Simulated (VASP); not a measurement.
Here is a VASP 6.6.1 calculation.

INCAR

```
PREC = Accurate
ENCUT = 520
EDIFF = 1E-7
ISMEAR = -1
SIGMA = 0.05
LREAL = F
LASPH = T
NELM = 60
ALGO = Normal
ISIF = 2
LWAVE = F
LCHARG = F
GGA = CA
NBANDS = 16
```

File KPOINTS:

```
regular mesh
0
Gamma
  8 8 8
```

POSCAR

```
CdS
1.0
    0.0000000000      2.7714779354      2.7714779354
    2.7714779354      0.0000000000      2.7714779354
    2.7714779354      2.7714779354      0.0000000000
Cd S
1 1
Direct
    0.0000000000      0.0000000000      0.0000000000
    0.5000000000      0.5000000000      0.5000000000
```

Potentials or basis: VASP PAW LDA potentials, release 64 (Cd, S).

Run with:

```console
$ cat potpaw_LDA.64/Cd/POTCAR potpaw_LDA.64/S/POTCAR > POTCAR
$ mpirun -np 1 vasp_std > vasp.out
```

(1) Estimate the pressure.

## Answers

(1) -7.5 GPa.
